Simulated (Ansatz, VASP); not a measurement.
**One calculation of NiO2, two programs**

The input INCAR:

```
ALGO = Normal
EDIFF = 1E-6
ENCUT = 520
GGA = PS
ISIF = 2
ISMEAR = 0
LASPH = T
LCHARG = F
LREAL = F
LWAVE = F
NBANDS = 31
NELM = 60
PREC = Accurate
SIGMA = 0.05
```

File KPOINTS:

```
k-points
0
Gamma
  12 12 4
```

POSCAR

```
NiO2
1.0
    2.5502635834      0.0000000000      0.0000000000
   -1.2751317917      2.2085930496      0.0000000000
    0.0000000000      0.0000000000     12.9155723176
Ni O
2 4
Direct
    0.0000000000      0.0000000000      0.0000000000
    0.0000000000      0.0000000000      0.5000000000
    0.6666666667      0.3333333333      0.0860929541
    0.6666666667      0.3333333333      0.4139070459
    0.3333333333      0.6666666667      0.9139070459
    0.3333333333      0.6666666667      0.5860929541
```

Input for Ansatz:

```yaml
crystal:
  lattice:
    - [2.5502635834, 0.0, 0.0]
    - [-1.2751317917, 2.2085930496, 0.0]
    - [0.0, 0.0, 12.9155723176]
  atoms:
    - { symbol: Ni, position: [0.0, 0.0, 0.0] }
    - { symbol: Ni, position: [0.0, 0.0, 0.5] }
    - { symbol: O, position: [0.6666666667, 0.3333333333, 0.0860929541] }
    - { symbol: O, position: [0.6666666667, 0.3333333333, 0.4139070459] }
    - { symbol: O, position: [0.3333333333, 0.6666666667, 0.9139070459] }
    - { symbol: O, position: [0.3333333333, 0.6666666667, 0.5860929541] }
basis:
  ecutwfc: 420
kpoints:
  mp_grid: { grid: [12, 12, 4] }
hamiltonian:
  xc: pbesol
scf:
  occupations: { method: gaussian, width: 0.05 }
output:
  forces: true
  stress: true
  eigenvalues: true
```

Alike in both runs: task single point; functional PBEsol; k mesh 12 × 12 × 4; occupations gaussian, width 0.05 eV; no spin polarisation.

```csv
,VASP,Ansatz
version,VASP 6.6.1,Ansatz 0.2.0
potentials or method,"VASP PAW PBE potentials, release 64 (Ni, O), cutoff 520 eV","scalar-relativistic, plane waves, PAW"
valence electrons in the cell,44,60
```

```csv
,VASP,Ansatz,Ansatz less VASP
gap on the k mesh at the Fermi level (eV),1.42,1.47,+0.053
least direct gap on the mesh (eV),1.49,1.53,+0.043
pressure (GPa),13.3,12.7,-0.63
"traceless stress, the component that is largest in VASP (GPa)",-24.28,-24.58,-0.304
rms of the force components (eV/Å),0.513,0.571,+0.0583
```

VASP's potentials were made for PBE, not for PBEsol. Atom by atom the forces differ by 0.058 eV/Å (rms over components). The functional is the same, so the differences come from potentials, cutoffs and numerics. VASP's potentials hold 44 valence electrons a cell and Ansatz's 60, so a difference there can come from the potentials and not from the codes.
